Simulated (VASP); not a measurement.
# V (Im-3m) in VASP: a series of runs

The runs below take V through relaxation of cell and atoms, single point, with PBE.

All numbers are computed with VASP 6.6.1; they aren't measurements. Logs are shortened: lines on timing, memory, paths and dates and some standing lists are left out, and cuts for length are marked.

**1. The cell of the first run**

The structure is cubic, space group Im-3m (No. 229). Conventional cell: a = 2.737 Å, b = 2.737 Å, c = 2.737 Å, α = 90.00°, β = 90.00°, γ = 90.00°. Within 3.1 Å of V (site symmetry m-3m) lie 14 V at 2.37 to 2.74 Å.

**2. Relaxation of cell and atoms, PBE, target pressure 90 GPa, at which the enthalpy is minimised**

INCAR reads:

```
SYSTEM = V
PREC     = Accurate       ! precision mode
ENCUT    = 600            ! plane-wave cutoff, eV
EDIFF    = 1E-7           ! SCF threshold, eV
ISMEAR   = 0              ! smearing method
SIGMA    = 0.1            ! smearing width, eV
LREAL    = .False.        ! projectors in reciprocal space
LASPH    = .True.         ! aspherical terms in the spheres
NELM     = 80             ! most SCF steps
ALGO     = Normal         ! electronic algorithm
ISIF     = 3              ! what is computed and relaxed
LWAVE    = .False.        ! write WAVECAR
LCHARG   = .False.        ! write CHGCAR
GGA      = PE             ! functional
IBRION   = 2              ! ionic algorithm
NSW      = 70             ! ionic steps
EDIFFG   = -0.008         ! ionic threshold
PSTRESS  = 900.0
```

KPOINTS reads:

```
Automatic mesh
0
Gamma
  22 22 22
  0 0 0
```

POSCAR reads:

```
V
1.0
   -1.3684987981      1.3684987981      1.3684987981
    1.3684987981     -1.3684987981      1.3684987981
    1.3684987981      1.3684987981     -1.3684987981
V
1
Direct
    0.0000000000      0.0000000000      0.0000000000
```

Potentials or basis: VASP PAW PBE potentials, release 64 (V_sv).

Run with:

```
$ cat potpaw_PBE.64/V_sv/POTCAR > POTCAR
$ mpirun -np 1 vasp_std > vasp.out
```

OUTCAR:

```text
SYSTEM = V
   PREC = Accurate
   ENCUT = 600
   EDIFF = 1E-7
   ISMEAR = 0
   LREAL = .False.
   LASPH = .True.
   NELM = 80
   ISIF = 3
   GGA = PE
   IBRION = 2
   NSW = 70
   EDIFFG = -0.008
   PSTRESS = 900.0

 ion  position               nearest neighbor table
   1  0.000  0.000  0.000-

  LATTYP: Found a body centered cubic cell.
 ALAT       =     2.7369975962

  Lattice vectors:

 A1 = (  -1.3684987981,   1.3684987981,   1.3684987981)
 A2 = (   1.3684987981,  -1.3684987981,   1.3684987981)
 A3 = (   1.3684987981,   1.3684987981,  -1.3684987981)

Analysis of symmetry for initial positions (statically):
=====================================================================
 Subroutine PRICEL returns:
 Original cell was already a primitive cell.

 Routine SETGRP: Setting up the symmetry group for a
 body centered cubic supercell.

 Subroutine GETGRP returns: Found 48 space group operations
 (whereof 48 operations were pure point group operations)
 out of a pool of 48 trial point group operations.

The static configuration has the point symmetry O_h .

Analysis of symmetry for dynamics (positions and initial velocities):
=====================================================================
 Subroutine PRICEL returns:
 Original cell was already a primitive cell.

 Routine SETGRP: Setting up the symmetry group for a
 body centered cubic supercell.

 Subroutine GETGRP returns: Found 48 space group operations
 (whereof 48 operations were pure point group operations)
 out of a pool of 48 trial point group operations.

The dynamic configuration has the point symmetry O_h .

 Subroutine INISYM returns: Found 48 space group operations
 (whereof 48 operations are pure point group operations),
 and found     1 'primitive' translations

----------------------------------------------------------------------------------------

                                     Primitive cell

  volume of cell :      10.2516

  direct lattice vectors                    reciprocal lattice vectors
    -1.368498798  1.368498798  1.368498798     0.000000000  0.365363858  0.365363858
     1.368498798 -1.368498798  1.368498798     0.365363858  0.000000000  0.365363858
     1.368498798  1.368498798 -1.368498798     0.365363858  0.365363858  0.000000000

  length of vectors
     2.370309448  2.370309448  2.370309448     0.516702523  0.516702523  0.516702523

  position of ions in fractional coordinates (direct lattice)
     0.000000000  0.000000000  0.000000000

  ion indices of the primitive-cell ions
   primitive index   ion index
                 1           1

----------------------------------------------------------------------------------------

 KPOINTS: Automatic mesh

Automatic generation of k-mesh.
 Grid dimensions read from file:
 generate k-points for:   22   22   22

 Generating k-lattice:

  Cartesian coordinates                     Fractional coordinates (reciprocal lattice)
     0.000000000  0.016607448  0.016607448     0.045454545  0.000000000  0.000000000
     0.016607448  0.000000000  0.016607448     0.000000000  0.045454545  0.000000000
     0.016607448  0.016607448  0.000000000     0.000000000  0.000000000  0.045454545

  Length of vectors
     0.023486478  0.023486478  0.023486478

  Shift w.r.t. Gamma in fractional coordinates (k-lattice)
     0.000000000  0.000000000  0.000000000

 Subroutine IBZKPT returns following result:
 ===========================================

 Found    328 irreducible k-points:

 Following reciprocal coordinates:
            Coordinates               Weight
  0.000000  0.000000  0.000000      1.000000
  0.045455  0.000000  0.000000     12.000000
  0.090909  0.000000  0.000000     12.000000
  0.136364  0.000000  0.000000     12.000000
  0.181818  0.000000  0.000000     12.000000
  0.227273  0.000000  0.000000     12.000000
[... 16 lines left out ...]
  0.090909  0.090909  0.000000     24.000000
  0.136364  0.090909  0.000000     48.000000
 [... further k-points ...]
   k-points           NKPTS =    328   k-points in BZ     NKDIM =    328   number of bands    NBANDS=     10
   number of dos      NEDOS =    301   number of ions     NIONS =      1
   total plane-waves  NPLWV =   8000
   dimension x,y,z NGX =    20 NGY =   20 NGZ =   20
   dimension x,y,z NGXF=    40 NGYF=   40 NGZF=   40
   ions per type =               1
   NGX,Y,Z   is equivalent  to a cutoff of  14.03, 14.03, 14.03 a.u.
   NGXF,Y,Z  is equivalent  to a cutoff of  28.05, 28.05, 28.05 a.u.
 SYSTEM =  V
   PREC   = accura    normal or accurate (medium, high low for compatibility)
   ISTART =      0    job   : 0-new  1-cont  2-samecut
   ICHARG =      2    charge: 1-file 2-atom 10-const
   ISPIN  =      1    spin polarized calculation?
   LNONCOLLINEAR =      F non collinear calculations
   LSORBIT =      F    spin-orbit coupling
   LASPH  =      T    aspherical Exc in radial PAW
   ENCUT  =  600.0 eV  44.10 Ry    6.64 a.u.   4.73  4.73  4.73*2*pi/ulx,y,z
   NELM   =     80;   NELMIN=  2; NELMDL= -5     # of ELM steps
   EDIFF  = 0.1E-06   stopping-criterion for ELM
   LREAL  =      F    real-space projection
   EDIFFG = -.8E-02   stopping-criterion for IOM
   NSW    =     70    number of steps for IOM
   IBRION =      2    ionic relax: 0-MD 1-quasi-New 2-CG
   NFREE  =      1    steps in history (QN), initial steepest desc. (CG)
   ISIF   =      3    stress and relaxation
   ISYM   =      2    0-nonsym 1-usesym 2-fastsym
   POTIM  = 0.5000    time-step for ionic-motion
   TEBEG  =    0.0;   TEEND  =   0.0 temperature during run
   PSTRESS=  900.0 pullay stress
   NELECT =      13.0000    total number of electrons
   NUPDOWN=      -1.0000    fix difference up-down
   EMIN   =  10.00;   EMAX   =-10.00  energy-range for DOS
   EFERMI =   0.00;   METHOD = LEGACY
   ISMEAR =     0;   SIGMA  =   0.10  broadening in eV -4-tet -1-fermi 0-gaus
   EFERMI_NEDOS =   21; number of points for ismear=-14 and -15
   IALGO  =     38    algorithm
   IMIX   =      4    mixing-type and parameters
     AMIX     =   0.40;   BMIX     =  1.00
     AMIX_MAG =   1.60;   BMIX_MAG =  1.00
  volume/ion in A,a.u.               =      10.25        69.18
  Fermi-wavevector in a.u.,A,eV,Ry     =   1.771977  3.348552 42.720990  3.139904
  Thomas-Fermi vector in A             =   2.838461
   LORBIT       =      0    0 simple, 1 ext, 2 COOP (PROOUT), +10 PAW based schemes
   GGA     = PE    functional components
   LHFCALC =     F    Hartree Fock is set to
   AEXX    =    0.0000 exact exchange contribution
   IVDW    =     0    specifies the selected vdW correction
   LEPSILON=     F    determine dielectric tensor
   LRPA    =     F    only Hartree local field effects (RPA)
 conjugate gradient relaxation of ions
 non-spin polarized calculation
 Gauss-broadening in eV      SIGMA  =   0.10
  energy-cutoff  :      600.00
  volume of cell :       10.25
 maximum number of plane-waves:       370
   NGX =  9   NGY =  9   NGZ =  9

--------------------------------------- Ionic step        1  -------------------------------------------

 number of electron      12.9999997 magnetization

 Free energy of the ion-electron system (eV)
  ---------------------------------------------------
  ext. energy  EPLUGINS =         0.00000000
  ---------------------------------------------------
  free energy    TOTEN  =        -8.32074257 eV

  energy without entropy =       -8.31376383  energy(sigma->0) =       -8.31725320

------------------------ aborting loop because EDIFF is reached ----------------------------------------

  FORCE on cell =-STRESS in cart. coord.  units (eV):
  Direction    XX          YY          ZZ          XY          YZ          ZX
  --------------------------------------------------------------------------------------
  -------------------------------------------------------------------------------------
  Total        5.3088871      5.3088871      5.3088871      0.0000000      0.0000000      0.0000000
  in kB      829.6994882    829.6994882    829.6994882      0.0000000      0.0000000      0.0000000
  external PRESSURE =     -70.3005118 kB  Pullay stress =     900.0000000 kB
[... 96 lines left out ...]
  enthalpy is  TOTEN    =        -2.5654757534 eV   P V=        5.6731692493

--------------------------------------- Ionic step        4  -------------------------------------------

 number of electron      12.9999994 magnetization

 Free energy of the ion-electron system (eV)
  ---------------------------------------------------
  ext. energy  EPLUGINS =         0.00000000
  ---------------------------------------------------
  free energy    TOTEN  =        -8.23679005 eV

  energy without entropy =       -8.22988824  energy(sigma->0) =       -8.23333914

 E-fermi :  13.7929     XC(G=0): -14.5493

 val. band max:       13.7898468135   @ k =  -0.1818   0.2273   0.0909
 cond. band min:      13.7947582633   @ k =   0.0909   0.0909   0.0000
 fundamental gap:      0.0049114499
 Fermi energy:        13.7928563845

 k-point     1 :       0.0000    0.0000    0.0000
  band No.  band energies     occupation
      1     -49.7793      2.00000
      2     -22.3186      2.00000
      3     -22.3186      2.00000
      4     -22.3186      2.00000
      5       6.8538      2.00000
      6      14.1756      0.00000
      7      14.1756      0.00000
      8      14.1756      0.00000
      9      17.0323      0.00000
     10      17.0323      0.00000
[... 287 lines left out ...]
 k-point    24 :       0.1364    0.0909    0.0000
  band No.  band energies     occupation
      1     -49.5843      2.00000
      2     -23.0679      2.00000
      3     -22.5054      2.00000
      4     -22.3789      2.00000
      5       8.6919      2.00000
      6      13.4169      2.00000
      7      13.5854      1.99665
      8      15.8646      0.00000
      9      16.3193      0.00000
     10      17.2539      0.00000

 [... further k-points ...]
[... 5 lines left out ...]
  --------------------------------------------------------------------------------------
  -------------------------------------------------------------------------------------
  Total        5.6698071      5.6698071      5.6698071     -0.0000000     -0.0000000     -0.0000000
  in kB      899.7610890    899.7610890    899.7610890     -0.0000000     -0.0000000     -0.0000000
  external PRESSURE =      -0.2389110 kB  Pullay stress =     900.0000000 kB
[... 16 lines left out ...]
  FREE ENERGIE OF THE ION-ELECTRON SYSTEM (eV)
  ---------------------------------------------------
  free  energy   TOTEN  =        -8.2367900453 eV

  energy  without entropy=       -8.2298882375  energy(sigma->0) =       -8.23333914

  enthalpy is  TOTEN    =        -2.5654774310 eV   P V=        5.6713126143

 reached required accuracy - stopping structural energy minimisation
```

It took 62 s on 1 thread of Intel Xeon Platinum 8488C (Sapphire Rapids), shared host; peak memory 0.17 GiB.

Results:

```
Free energy                                            : -8.2368 eV
Relaxed volume                                         : 10.10 Å³/atom
Relaxed cell                                           : a = 2.358 Å, b = 2.358 Å, c = 2.358 Å, α = 109.47°, β = 109.47°, γ = 109.47°
Space group after relaxing (to 0.05 Å)                 : Im-3m (No. 229)
Energy change on relaxing (the enthalpy is what falls) : +84.0 meV/atom
Ionic steps                                            : 4
Pressure after relaxing                                : 90.0 GPa
```

The path:
| step | energy change (eV) | largest force (eV/Å) | pressure (GPa) | volume (Å³) |
| --- | --- | --- | --- | --- |
| 1 | 0.0000 | 0.0000 | 82.97 | 10.25 |
| 2 | 0.4015 | 0.0000 | 115.31 | 9.60 |
| 3 | 0.0821 | 0.0000 | 89.84 | 10.10 |
| 4 | 0.0840 | 0.0000 | 89.98 | 10.10 |

Final structure:
```cif
data_structure
_symmetry_space_group_name_H-M 'P 1'
_symmetry_Int_Tables_number 1
_cell_length_a 2.3583
_cell_length_b 2.3583
_cell_length_c 2.3583
_cell_angle_alpha 109.471
_cell_angle_beta 109.471
_cell_angle_gamma 109.471
_cell_volume 10.10
loop_
_atom_site_label
_atom_site_type_symbol
_atom_site_fract_x
_atom_site_fract_y
_atom_site_fract_z
_atom_site_occupancy
V1 V 0.00000 0.00000 0.00000 1
```

Caveat: the cell is relaxed towards a set pressure, so the enthalpy falls and the energy may rise.

**3. Single point, PBE (equal strain along all axes, cell held: +4.0 %)**

INCAR reads:

```
SYSTEM = V
PREC = Accurate
ENCUT = 520
EDIFF = 1E-6
ISMEAR = 0
SIGMA = 0.1
LREAL = .FALSE.
LASPH = .TRUE.
NELM = 60
ALGO = Fast
ISIF = 2
LWAVE = .FALSE.
LCHARG = .FALSE.
GGA = PE
NBANDS = 20
```

KPOINTS reads:

```
regular mesh
0
G
  18 18 18
  0 0 0
```

POSCAR reads:

```
V
1.0
    3.1170621557      0.0000000000      0.0000000000
    0.0000000000      3.1170621557      0.0000000000
    0.0000000000      0.0000000000      3.1170621557
V
2
Direct
    0.0000000000      0.0000000000      0.0000000000
    0.5000000000      0.5000000000      0.5000000000
```

Potentials or basis: VASP PAW PBE potentials, release 64 (V_sv).

Run with:

```
$ cat potpaw_PBE.64/V_sv/POTCAR > POTCAR
$ mpirun -np 1 vasp_std > vasp.out
```

It took 58 s on 1 thread of AMD EPYC 9R45 (Zen 5), shared host; peak memory 0.19 GiB.

It converged, with:

```
Free energy            : -17.7993 eV
Pressure               : -16.9 GPa
Band gap on the k mesh : zero (band 13 reaches 9.61 eV, above the bottom of band 14 at 7.32 eV)
```

Levels at points of the mesh, in eV from the Fermi level:
```tsv
k point	band 11	band 12	band 13	band 14	band 15	band 16
(0.00, 0.00, 0.00)	-2.50	0.38	0.38	0.38	2.11	2.11
(0.50, 0.00, 0.00)	-0.39	-0.39	0.74	0.74	0.74	0.74
(0.50, 0.50, 0.00)	-0.93	-0.93	1.29	1.29	2.08	2.08
(0.50, 0.50, 0.50)	-1.00	-1.00	-1.00	-1.00	2.45	2.45
```

Caveat: the cell differs from its parent crystal (equal strain along all axes, cell held: +4.0 %).

**4. Single point, PBE (equal strain along all axes, cell held: +6.0 %)**

INCAR reads:

```
SYSTEM = V
PREC = Accurate ; ENCUT = 520
EDIFF = 1E-7 ; ISMEAR = 0
SIGMA = 0.1 ; LREAL = .FALSE.
LASPH = .TRUE. ; NELM = 100
ALGO = Fast ; ISIF = 2
LWAVE = .FALSE. ; LCHARG = .TRUE.
GGA = PE ; LELF = .TRUE.
LVHAR = .TRUE. ; NBANDS = 20
```

KPOINTS is that of step 3.

POSCAR reads:

```
V
1.0
    3.1770056587      0.0000000000      0.0000000000
    0.0000000000      3.1770056587      0.0000000000
    0.0000000000      0.0000000000      3.1770056587
V
2
Direct
    0.0000000000      0.0000000000      0.0000000000
    0.5000000000      0.5000000000      0.5000000000
```

Run with:

```
$ cat potpaw_PBE.64/V_sv/POTCAR > POTCAR
$ mpirun -np 1 vasp_std > vasp.out
```

Wall time 78 s (1 thread of AMD EPYC 9R45 (Zen 5), shared host); peak memory 0.19 GiB.

The run converged. Its results:

```
Free energy            : -17.5787 eV
Pressure               : -22.5 GPa
Band gap on the k mesh : zero (band 13 reaches 8.85 eV, above the bottom of band 14 at 6.75 eV)
```

Levels at points of the mesh, in eV from the Fermi level:
```csv
k point,band 9,band 10,band 11,band 12,band 13,band 14,band 15,band 16,band 17,band 18
"(0.00, 0.00, 0.00)",-6.15,-2.29,-2.29,0.36,0.36,0.36,1.97,1.97,2.95,2.95
"(0.50, 0.00, 0.00)",-2.78,-2.78,-0.32,-0.32,0.70,0.70,0.70,0.70,1.59,1.59
"(0.50, 0.50, 0.00)",-2.64,-2.64,-0.85,-0.85,1.15,1.15,1.93,1.93,2.22,2.22
"(0.50, 0.50, 0.50)",-0.95,-0.95,-0.95,-0.95,-0.95,-0.95,2.27,2.27,2.27,2.27
```

Caveat: the cell differs from its parent crystal (equal strain along all axes, cell held: +6.0 %).

**5. Single point, PBE (equal strain along all axes, cell held: -6.0 %)**

INCAR reads:

```
PREC = Accurate
ENCUT = 520
EDIFF = 1E-7
ISMEAR = 0
SIGMA = 0.1
LREAL = F
LASPH = T
NELM = 80
ALGO = Normal
ISIF = 2
LWAVE = F
LCHARG = F
GGA = PE
NBANDS = 20
```

KPOINTS reads:

```
regular mesh
0
Gamma
  18 18 18
```

POSCAR reads:

```
V
1.0
    2.8173446408      0.0000000000      0.0000000000
    0.0000000000      2.8173446408      0.0000000000
    0.0000000000      0.0000000000      2.8173446408
V
2
Direct
    0.0000000000      0.0000000000      0.0000000000
    0.5000000000      0.5000000000      0.5000000000
```

Run with:

```
$ cat potpaw_PBE.64/V_sv/POTCAR > POTCAR
$ mpirun -np 1 vasp_std > vasp.out
```

It took 46 s on 1 thread of AMD EPYC 9R45 (Zen 5), shared host; peak memory 0.16 GiB.

The run converged. Its results:

```yaml
Free_energy: -17.3939 eV
Pressure: 48.2 GPa
Band_gap_on_the_k_mesh: zero (band 13 reaches 14.72 eV, above the bottom of band 14 at 10.94 eV)
```

Levels at points of the mesh, in eV from the Fermi level:
| k point | band 10 | band 11 | band 12 | band 13 | band 14 | band 15 | band 16 | band 17 |
| --- | --- | --- | --- | --- | --- | --- | --- | --- |
| (0.00, 0.00, 0.00) | -3.99 | -3.99 | 0.41 | 0.41 | 0.41 | 2.94 | 2.94 | 4.69 |
| (0.50, 0.00, 0.00) | -2.92 | -0.99 | -0.99 | 0.99 | 0.99 | 0.99 | 0.99 | 2.38 |
| (0.50, 0.50, 0.00) | -3.88 | -1.57 | -1.57 | 2.48 | 2.48 | 3.01 | 3.01 | 3.45 |
| (0.50, 0.50, 0.50) | -1.30 | -1.30 | -1.30 | -1.30 | -1.30 | 3.54 | 3.54 | 3.54 |

Caveat: the cell differs from its parent crystal (equal strain along all axes, cell held: -6.0 %).

**6. Overview**

```tsv
task	cell	k mesh	cutoff (eV)	gap on the mesh (eV)	pressure (GPa)
relaxation of cell and atoms	relaxed to 90 GPa from a = 2.370 Å, angles 109.5°, 1 atom	22 × 22 × 22	600	none	90.0
single point	a = 3.117 Å, 2 atoms	18 × 18 × 18	520	none	-16.9
single point	a = 3.177 Å, 2 atoms	18 × 18 × 18	520	none	-22.5
single point	a = 2.817 Å, 2 atoms	18 × 18 × 18	520	none	48.2
```

Alike in all rows: level PBE; potentials or basis VASP PAW PBE potentials, release 64 (V_sv); no spin polarisation; smearing gaussian 0.1 eV.

Caveats: the cell is relaxed towards a set pressure, so the enthalpy falls and the energy may rise (some runs).

Total energies depend on the potentials used, so only differences within one code and one set of settings carry meaning.
